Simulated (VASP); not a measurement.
# Al3Ga13N16 (P1) in VASP: relaxation of volume and atoms at fixed shape with PBEsol

Aim: the relaxation of volume and atoms at fixed shape of Al3Ga13N16 with PBEsol.

Program: VASP 6.6.1. These are calculated values, not measurements. Logs are shortened: lines on timing, memory, paths and dates and some standing lists are left out, and cuts for length are marked.

### 1 The cell of the first run

The typed cell holds 64 atoms: a = 8.950 Å, b = 8.950 Å, c = 8.950 Å, α = 90.00°, β = 90.00°, γ = 90.00°.

### 2 Relaxation of volume and atoms at fixed shape, PBEsol

INCAR reads:

```
SYSTEM = Al3Ga13N16
PREC = Accurate
ENCUT = 700
EDIFF = 1E-7
ISMEAR = -1
SIGMA = 0.05
LREAL = Auto
LASPH = .True.
NELM = 120
ALGO = Normal
ISIF = 8
LWAVE = .False.
LCHARG = .False.
GGA = PS
IBRION = 2
NSW = 100
EDIFFG = -0.03
ISYM = -1
GGA_COMPAT = .False.
NELMIN = 4
KPAR = 1
```

KPOINTS reads:

```
explicit points
1
Reciprocal
  0.25000000   0.25000000   0.25000000 1
```

POSCAR reads:

```
Al3Ga13N16
1.0
    8.9504900000      0.0000000000      0.0000000000
    0.0000000000      8.9504900000      0.0000000000
    0.0000000000      0.0000000000      8.9504900000
Ga Al N
26 6 32
Direct
    0.9956430000      0.0011890000      0.9993160000
    0.9967670000      0.5043420000      0.9999070000
    0.9990630000      0.4998420000      0.4947240000
    0.4983740000      0.9991760000      0.0006030000
    0.5018210000      0.0002020000      0.4984860000
    0.5012060000      0.4969780000      0.5000620000
    0.2493290000      0.2525420000      0.9982990000
    0.2515270000      0.2483640000      0.4999150000
    0.2480730000      0.7527450000      0.0002180000
    0.2460880000      0.7492150000      0.5018680000
    0.7497890000      0.2480250000      0.0006330000
    0.7465260000      0.2491970000      0.4986930000
    0.7539230000      0.7513420000      0.9970750000
    0.7488080000      0.7527050000      0.4918910000
    0.2492830000      0.9993000000      0.2491930000
    0.2481930000      0.9957200000      0.7478920000
    0.2518680000      0.5005890000      0.2475340000
    0.2507400000      0.5016970000      0.7485190000
    0.7532030000      0.9989920000      0.2478220000
    0.7471600000      0.0000790000      0.7526700000
    0.7557340000      0.4980930000      0.2533490000
    0.9987460000      0.2511260000      0.2506180000
    0.9970530000      0.2505950000      0.7461730000
    0.0025030000      0.7517210000      0.2471980000
    0.4989570000      0.2539180000      0.2486460000
    0.5014520000      0.7448620000      0.2502320000
    0.0012850000      0.9980830000      0.4984860000
    0.5014510000      0.5001790000      0.9985990000
    0.7458940000      0.5005310000      0.7503360000
    0.9963720000      0.7530140000      0.7493850000
    0.4985040000      0.2489200000      0.7494660000
    0.4988270000      0.7481700000      0.7485790000
    0.1282450000      0.1227910000      0.1234220000
    0.1260980000      0.1255910000      0.6240480000
    0.1252950000      0.6247900000      0.1274210000
    0.1230000000      0.6210940000      0.6212630000
    0.6249560000      0.1264050000      0.1248740000
    0.6218480000      0.1252770000      0.6265020000
    0.6262960000      0.6239350000      0.1233900000
    0.6218520000      0.6248950000      0.6272890000
    0.3758910000      0.3748060000      0.1284500000
    0.3782520000      0.3750220000      0.6283590000
    0.3761570000      0.8707970000      0.1265880000
    0.3771190000      0.8732310000      0.6221100000
    0.8777890000      0.3732960000      0.1305960000
    0.8776690000      0.3760460000      0.6244970000
    0.8705770000      0.8749580000      0.1304750000
    0.8710260000      0.8764240000      0.6210720000
    0.3771190000      0.1236610000      0.3729580000
    0.3746740000      0.1247180000      0.8729420000
    0.3779110000      0.6247370000      0.3746340000
    0.3739790000      0.6260640000      0.8714360000
    0.8784070000      0.1280460000      0.3719200000
    0.8755210000      0.1246040000      0.8693840000
    0.8704550000      0.6215240000      0.3827920000
    0.8749190000      0.6261430000      0.8738830000
    0.1272480000      0.3728330000      0.3704070000
    0.1205360000      0.3757130000      0.8823300000
    0.1255330000      0.8767490000      0.3755130000
    0.1271990000      0.8736520000      0.8721640000
    0.6235080000      0.3747960000      0.3770930000
    0.6230420000      0.3741820000      0.8780880000
    0.6258070000      0.8754900000      0.3743630000
    0.6238530000      0.8815100000      0.8726700000
```

Potentials or basis: VASP PAW PBE potentials, release 64 (Ga_d, Al, N).

The run is started by

```
> cat potpaw_PBE.64/Ga_d/POTCAR potpaw_PBE.64/Al/POTCAR potpaw_PBE.64/N/POTCAR > POTCAR
> mpirun -np 4 vasp_std > vasp.out
```

OUTCAR:

```text
SYSTEM = Al3Ga13N16
   PREC = Accurate
   ENCUT = 700
   EDIFF = 1E-7
   ISMEAR = -1
   LREAL = Auto
   LASPH = .True.
   NELM = 120
   ISIF = 8
   GGA = PS
   IBRION = 2
   NSW = 100
   EDIFFG = -0.03
   ISYM = -1
   NELMIN = 4

 ion  position               nearest neighbor table
   1  0.996  0.001  0.999-  54 1.93  33 1.96  47 1.98  60 2.00
   2  0.997  0.504  1.000-  56 1.91  58 1.91  35 1.95  45 1.97
   3  0.999  0.500  0.495-  55 1.87  36 1.92  46 1.94  57 1.96
   4  0.498  0.999  0.001-  64 1.92  43 1.95  50 1.95  37 1.95
   5  0.502  0.000  0.498-  63 1.93  38 1.93  49 1.93  44 1.94
   6  0.501  0.497  0.500-  61 1.90  42 1.93  40 1.94  51 1.95  29 3.13
   7  0.249  0.253  0.998-  58 1.90  33 1.94  50 1.96  41 1.96
   8  0.252  0.248  0.500-  34 1.92  49 1.95  57 1.96  42 1.97  31 3.14
   9  0.248  0.753  0.000-  60 1.91  43 1.93  35 1.95  52 1.97
  10  0.246  0.749  0.502-  36 1.92  59 1.94  44 1.94  51 1.98  27 3.12
  11  0.750  0.248  0.001-  37 1.92  62 1.94  54 1.97  45 1.98
  12  0.747  0.249  0.499-  61 1.91  38 1.95  53 1.96  46 1.98
  13  0.754  0.751  0.997-  56 1.91  47 1.93  39 1.97  64 1.99  30 3.10
  14  0.749  0.753  0.492-  55 1.88  63 1.88  48 1.94  40 2.02
  15  0.249  0.999  0.249-  33 1.91  59 1.93  49 1.94  43 1.95
  16  0.248  0.996  0.748-  60 1.90  34 1.94  44 1.95  50 1.97  30 3.13  27 3.14
  17  0.252  0.501  0.248-  41 1.91  35 1.92  57 1.94  51 1.95
  18  0.251  0.502  0.749-  52 1.91  42 1.94  36 1.94  58 2.02  32 3.13
  19  0.753  0.999  0.248-  47 1.85  63 1.95  53 1.96  37 1.96
  20  0.747  0.000  0.753-  64 1.87  54 1.91  38 1.95  48 1.96  30 3.14
  21  0.756  0.498  0.253-  55 1.90  45 1.91  61 1.96  39 1.99
  22  0.999  0.251  0.251-  45 1.88  53 1.88  57 1.91  33 1.99
  23  0.997  0.251  0.746-  46 1.89  54 1.92  34 1.94  58 1.99
  24  0.003  0.752  0.247-  35 1.91  47 1.92  59 1.95  55 2.06
  25  0.499  0.254  0.249-  41 1.88  61 1.93  49 1.95  37 1.95  28 3.14
  26  0.501  0.745  0.250-  51 1.90  39 1.93  43 1.94  63 1.96  28 3.14
  27  0.001  0.998  0.498-  59 1.90  48 1.94  34 1.95  53 1.96  10 3.12  30 3.14  16 3.14
  28  0.501  0.500  0.999-  62 1.90  39 1.93  52 1.97  41 1.97  29 3.12  25 3.14  26 3.14  32 3.15
                            31 3.17
  29  0.746  0.501  0.750-  40 1.92  62 1.95  56 1.95  46 1.98  28 3.12  32 3.13   6 3.13  31 3.16
                            30 3.18
  30  0.996  0.753  0.749-  56 1.93  60 1.94  48 1.95  36 2.00  13 3.10  16 3.13  27 3.14  20 3.14
                            29 3.18
[... 32 lines left out ...]
  63  0.626  0.875  0.374-  14 1.88   5 1.93  19 1.95  26 1.96
  64  0.624  0.882  0.873-  20 1.87   4 1.92  32 1.98  13 1.99

IMPORTANT INFORMATION: All symmetrisations will be switched off!
NOSYMM: (Re-)initialisation of all symmetry stuff for point group C_1.

----------------------------------------------------------------------------------------

                                     Primitive cell

  volume of cell :     717.0351

  direct lattice vectors                    reciprocal lattice vectors
     8.950490000  0.000000000  0.000000000     0.111725727  0.000000000  0.000000000
     0.000000000  8.950490000  0.000000000     0.000000000  0.111725727  0.000000000
     0.000000000  0.000000000  8.950490000     0.000000000  0.000000000  0.111725727

  length of vectors
     8.950490000  8.950490000  8.950490000     0.111725727  0.111725727  0.111725727

  position of ions in fractional coordinates (direct lattice)
     0.995643000  0.001189000  0.999316000
     0.996767000  0.504342000  0.999907000
     0.999063000  0.499842000  0.494724000
     0.498374000  0.999176000  0.000603000
     0.501821000  0.000202000  0.498486000
     0.501206000  0.496978000  0.500062000
[... 56 lines left out ...]
     0.625807000  0.875490000  0.374363000
     0.623853000  0.881510000  0.872670000

  ion indices of the primitive-cell ions
   primitive index   ion index
                 1           1
                 2           2
                 3           3
                 4           4
                 5           5
                 6           6
[... 56 lines left out ...]
                63          63
                64          64

----------------------------------------------------------------------------------------

 KPOINTS: explicit points

Read explicit list of k-points.

 Found      1 k-points:

 Following reciprocal coordinates:
            Coordinates               Weight
  0.250000  0.250000  0.250000      1.000000
   k-points           NKPTS =      1   k-points in BZ     NKDIM =      1   number of bands    NBANDS=    312
   number of dos      NEDOS =    301   number of ions     NIONS =     64
   total plane-waves  NPLWV = 512000
   dimension x,y,z NGX =    80 NGY =   80 NGZ =   80
   dimension x,y,z NGXF=   160 NGYF=  160 NGZF=  160
   ions per type =              26   6  32
   NGX,Y,Z   is equivalent  to a cutoff of  14.86, 14.86, 14.86 a.u.
   NGXF,Y,Z  is equivalent  to a cutoff of  29.72, 29.72, 29.72 a.u.
 SYSTEM =  Al3Ga13N16
   PREC   = accura    normal or accurate (medium, high low for compatibility)
   ISTART =      0    job   : 0-new  1-cont  2-samecut
   ICHARG =      2    charge: 1-file 2-atom 10-const
   ISPIN  =      1    spin polarized calculation?
   LNONCOLLINEAR =      F non collinear calculations
   LSORBIT =      F    spin-orbit coupling
   LASPH  =      T    aspherical Exc in radial PAW
   ENCUT  =  700.0 eV  51.45 Ry    7.17 a.u.  19.31 19.31 19.31*2*pi/ulx,y,z
   NELM   =    120;   NELMIN=  4; NELMDL= -5     # of ELM steps
   EDIFF  = 0.1E-06   stopping-criterion for ELM
   LREAL  =      T    real-space projection
   EDIFFG = -.3E-01   stopping-criterion for IOM
   NSW    =    100    number of steps for IOM
   IBRION =      2    ionic relax: 0-MD 1-quasi-New 2-CG
   NFREE  =      1    steps in history (QN), initial steepest desc. (CG)
   ISIF   =      8    stress and relaxation
   ISYM   =     -1    0-nonsym 1-usesym 2-fastsym
   POTIM  = 0.5000    time-step for ionic-motion
   TEBEG  =    0.0;   TEEND  =   0.0 temperature during run
   PSTRESS=    0.0 pullay stress
   NELECT =     516.0000    total number of electrons
   NUPDOWN=      -1.0000    fix difference up-down
   EMIN   =  10.00;   EMAX   =-10.00  energy-range for DOS
   EFERMI =   0.00;   METHOD = LEGACY
   ISMEAR =    -1;   SIGMA  =   0.05  broadening in eV -4-tet -1-fermi 0-gaus
   EFERMI_NEDOS =   21; number of points for ismear=-14 and -15
   IALGO  =     38    algorithm
   IMIX   =      4    mixing-type and parameters
     AMIX     =   0.40;   BMIX     =  1.00
     AMIX_MAG =   1.60;   BMIX_MAG =  1.00
  volume/ion in A,a.u.               =      11.20        75.61
  Fermi-wavevector in a.u.,A,eV,Ry     =   1.467049  2.772320 29.282900  2.152232
  Thomas-Fermi vector in A             =   2.582713
   LORBIT       =      0    0 simple, 1 ext, 2 COOP (PROOUT), +10 PAW based schemes
   GGA     = PS    functional components
   LHFCALC =     F    Hartree Fock is set to
   AEXX    =    0.0000 exact exchange contribution
   IVDW    =     0    specifies the selected vdW correction
   LEPSILON=     F    determine dielectric tensor
   LRPA    =     F    only Hartree local field effects (RPA)
 conjugate gradient relaxation of ions
 non-spin polarized calculation
  energy-cutoff  :      700.00
  volume of cell :      717.04
 maximum number of plane-waves:     30184
 NGX is ok and might be reduce to    80
   NGX = 39   NGY = 39   NGZ = 39

--------------------------------------- Ionic step        1  -------------------------------------------

 number of electron     516.0000011 magnetization

 Free energy of the ion-electron system (eV)
  ---------------------------------------------------
  ext. energy  EPLUGINS =         0.00000000
  ---------------------------------------------------
  free energy    TOTEN  =      -433.63955207 eV

  energy without entropy =     -433.63955207  energy(sigma->0) =     -433.63955207

------------------------ aborting loop because EDIFF is reached ----------------------------------------

  FORCE on cell =-STRESS in cart. coord.  units (eV):
  Direction    XX          YY          ZZ          XY          YZ          ZX
  --------------------------------------------------------------------------------------
  -------------------------------------------------------------------------------------
  Total        1.1558693      1.5535545      0.8535755     -4.7086085     -3.2498178     -1.3616436
  in kB        2.5827292      3.4713360      1.9072696    -10.5211384     -7.2615472     -3.0425212
  external PRESSURE =       2.6537783 kB  Pullay stress =       0.0000000 kB
[... 275 lines left out ...]
  FREE ENERGIE OF THE ION-ELECTRON SYSTEM (eV)
  ---------------------------------------------------
  free  energy   TOTEN  =      -434.7448343977 eV

  energy  without entropy=     -434.7448343977  energy(sigma->0) =     -434.74483440

[... ionic steps 4 to 11 ...]

--------------------------------------- Ionic step       12  -------------------------------------------

 number of electron     516.0000065 magnetization

------------------------ aborting loop because EDIFF is reached ----------------------------------------
[... 191 lines left out ...]
--------------------------------------- Ionic step       14  -------------------------------------------

 number of electron     516.0000065 magnetization

 Free energy of the ion-electron system (eV)
  ---------------------------------------------------
  ext. energy  EPLUGINS =         0.00000000
  ---------------------------------------------------
  free energy    TOTEN  =      -434.95659982 eV

  energy without entropy =     -434.95659982  energy(sigma->0) =     -434.95659982

 E-fermi :   6.4473     XC(G=0): -11.8007

 val. band max:        5.2153445678   @ k =   0.2500   0.2500   0.2500
 cond. band min:       8.5508799225   @ k =   0.2500   0.2500   0.2500
 fundamental gap:      3.3355353548
 Fermi energy:         6.4472957195

 k-point     1 :       0.2500    0.2500    0.2500
  band No.  band energies     occupation
      1     -10.2963      2.00000
      2      -9.9280      2.00000
      3      -9.9058      2.00000
      4      -9.8850      2.00000
      5      -9.6991      2.00000
      6      -9.6762      2.00000
[... 262 lines left out ...]
    269      10.3266      0.00000
    270      10.6538      0.00000
 [bands above 270 left out]

------------------------ aborting loop because EDIFF is reached ----------------------------------------

  FORCE on cell =-STRESS in cart. coord.  units (eV):
  Direction    XX          YY          ZZ          XY          YZ          ZX
  --------------------------------------------------------------------------------------
  -------------------------------------------------------------------------------------
  Total        0.0508734      0.2085789     -0.1180585     -1.6204535     -1.6677319     -1.6709460
  in kB        0.1138655      0.4668438     -0.2642401     -3.6269188     -3.7327380     -3.7399318
  external PRESSURE =       0.1054897 kB  Pullay stress =       0.0000000 kB
[... 79 lines left out ...]
  FREE ENERGIE OF THE ION-ELECTRON SYSTEM (eV)
  ---------------------------------------------------
  free  energy   TOTEN  =      -434.9565998175 eV

  energy  without entropy=     -434.9565998174  energy(sigma->0) =     -434.95659982

 reached required accuracy - stopping structural energy minimisation
```

Wall time 49 min (4 MPI ranks of Intel Xeon Platinum 8259CL at 2.50GHz (Skylake/Cascade Lake), shared host); peak memory 0.46 GiB.

What came out:

```
Free energy                           : -434.9566 eV
Relaxed volume                        : 11.18 Å³/atom
Relaxed cell                          : a = 8.945 Å, b = 8.945 Å, c = 8.945 Å, α = 90.00°, β = 90.00°, γ = 90.00°
Space group after relaxing (to 0.1 Å) : P1 (No. 1)
Energy gained by relaxing             : 20.6 meV/atom
Ionic steps                           : 14
Pressure after relaxing               : 0.0 GPa
Largest force after relaxing          : 0.023 eV/Å
Band gap on the k mesh                : 3.34 eV
```

Forces on the atoms (eV/Å):
```
Ga  -0.003  0.005  0.013
Ga   0.003 -0.006  0.005
Ga   0.002  0.003  0.003
Ga  -0.002  0.001  0.011
Ga  -0.001  0.006 -0.007
Ga  -0.003 -0.003 -0.011
Ga   0.002 -0.002  0.011
Ga   0.006 -0.001  0.002
Ga   0.009 -0.002  0.003
Ga  -0.004  0.004 -0.013
Ga  -0.008  0.004 -0.003
Ga   0.003 -0.006 -0.004
Ga   0.001  0.001  0.007
Ga   0.003  0.003  0.002
Ga   0.000  0.007  0.006
Ga   0.001  0.010 -0.001
Ga  -0.001 -0.006 -0.003
Ga   0.007 -0.004 -0.008
Ga  -0.010  0.007  0.008
Ga   0.006  0.007 -0.013
Ga  -0.003  0.003  0.004
Ga   0.005  0.000  0.000
Ga   0.007 -0.001 -0.003
Ga   0.006  0.006  0.006
Ga   0.003 -0.002  0.006
Ga   0.001  0.010 -0.008
Al   0.004  0.001 -0.012
Al  -0.005 -0.004  0.011
Al   0.006 -0.003  0.010
Al  -0.004 -0.011  0.002
Al   0.006  0.008 -0.001
Al  -0.003  0.000  0.000
N   -0.005  0.007  0.014
N    0.000 -0.014 -0.005
N    0.004  0.001 -0.001
N    0.001 -0.004 -0.002
N   -0.002 -0.008  0.014
N    0.011  0.001  0.007
N    0.004  0.001 -0.007
N    0.000  0.000 -0.019
N    0.006 -0.001 -0.006
N   -0.002 -0.001 -0.006
N   -0.010  0.011  0.004
N   -0.003 -0.005  0.003
N    0.005 -0.006 -0.002
N   -0.002  0.003  0.000
N    0.002 -0.015 -0.008
N   -0.004  0.003 -0.007
N   -0.007 -0.001 -0.022
N   -0.007 -0.004 -0.002
N    0.000  0.002  0.010
N   -0.002  0.000  0.015
N    0.002 -0.006 -0.001
N   -0.003  0.000  0.007
N   -0.004  0.002 -0.003
N   -0.009  0.001 -0.003
N   -0.012 -0.002 -0.004
N   -0.003 -0.001 -0.005
N   -0.002  0.001  0.003
N    0.005  0.003  0.005
N   -0.002 -0.001 -0.007
N    0.000  0.005  0.007
N   -0.001  0.002  0.003
N    0.004 -0.013 -0.002
```

Step by step:
```tsv
step	energy change (eV)	largest force (eV/Å)	pressure (GPa)	volume (Å³)
1	0.0000	1.8611	0.27	717.04
2	-1.0335	1.0578	-0.73	718.96
3	-1.1053	0.6376	-0.66	718.57
4	-1.2504	0.3312	0.46	714.22
5	-1.2523	0.3170	0.34	714.66
6	-1.2974	0.1314	-0.06	716.06
7	-1.2990	0.1426	-0.14	716.37
8	-1.3096	0.0832	0.04	715.68
9	-1.3100	0.0946	0.08	715.52
10	-1.3141	0.0510	-0.01	715.90
11	-1.3145	0.0572	-0.05	716.04
12	-1.3162	0.0328	0.00	715.83
13	-1.3162	0.0355	0.02	715.81
14	-1.3170	0.0235	0.01	715.83
```

Final structure:
```
Ga Al N
1.0
     8.94547    0.00000    0.00000
     0.00000    8.94547    0.00000
     0.00000    0.00000    8.94547
Ga Al N
26 6 32
Direct
  0.99986 0.99899 0.99817
  0.99884 0.50098 0.99761
  0.99931 0.50048 0.50131
  0.49992 0.99981 0.99772
  0.50009 0.99975 0.50134
  0.50061 0.50022 0.50218
  0.25115 0.25050 0.99857
  0.24990 0.24961 0.50093
  0.25057 0.74931 0.99762
  0.24931 0.75055 0.50132
  0.74835 0.25154 0.99763
  0.74986 0.25001 0.50131
  0.74891 0.74844 0.99696
  0.75030 0.74987 0.50224
  0.24936 0.99960 0.25026
  0.24974 0.99922 0.74902
  0.25057 0.50003 0.24889
  0.25117 0.50091 0.75020
  0.75045 0.99999 0.25003
  0.74969 0.99909 0.74896
  0.74904 0.50023 0.24886
  0.99959 0.24934 0.25012
  0.99918 0.25013 0.74879
  0.99971 0.75053 0.25009
  0.49976 0.25080 0.24895
  0.50019 0.74893 0.24891
  0.99938 0.99911 0.50065
  0.50034 0.49974 0.99674
  0.74811 0.50036 0.75013
  0.99867 0.74956 0.74890
  0.50038 0.25092 0.75016
  0.50022 0.74860 0.74987
  0.12529 0.12479 0.12343
  0.12170 0.12204 0.62197
  0.12456 0.62529 0.12397
  0.12266 0.62745 0.62821
  0.62506 0.12492 0.12391
  0.62215 0.12782 0.62812
  0.62186 0.62147 0.12055
  0.62528 0.62558 0.63093
  0.37824 0.37846 0.12088
  0.37723 0.37221 0.62790
  0.37452 0.87502 0.12408
  0.37827 0.87151 0.62807
  0.87463 0.37498 0.12398
  0.87129 0.37844 0.62815
  0.87380 0.87402 0.12338
  0.88057 0.87535 0.62521
  0.37522 0.12493 0.37491
  0.37743 0.12767 0.87093
  0.37471 0.62487 0.37587
  0.38102 0.62526 0.87437
  0.87731 0.12229 0.37867
  0.87410 0.12499 0.87431
  0.87411 0.62491 0.37477
  0.87431 0.62475 0.86771
  0.12507 0.37541 0.37531
  0.12498 0.37504 0.87393
  0.12219 0.87770 0.37802
  0.12199 0.87126 0.87098
  0.62496 0.37510 0.37529
  0.62186 0.37822 0.87093
  0.62512 0.87427 0.37529
  0.62192 0.87206 0.87084
```

Levels at points of the mesh, in eV from the valence-band top:
```tsv
k point	band 255	band 256	band 257	band 258	band 259	band 260	band 261	band 262
(0.25, 0.25, 0.25)	-0.39	-0.34	-0.01	0.00	3.34	4.11	4.12	4.12
```

Caveat: the PAW data sets were made with another functional, which shifts forces and pressure a little; a shifted mesh leaves out Γ, where band edges can lie. A k mesh can miss the band edges.
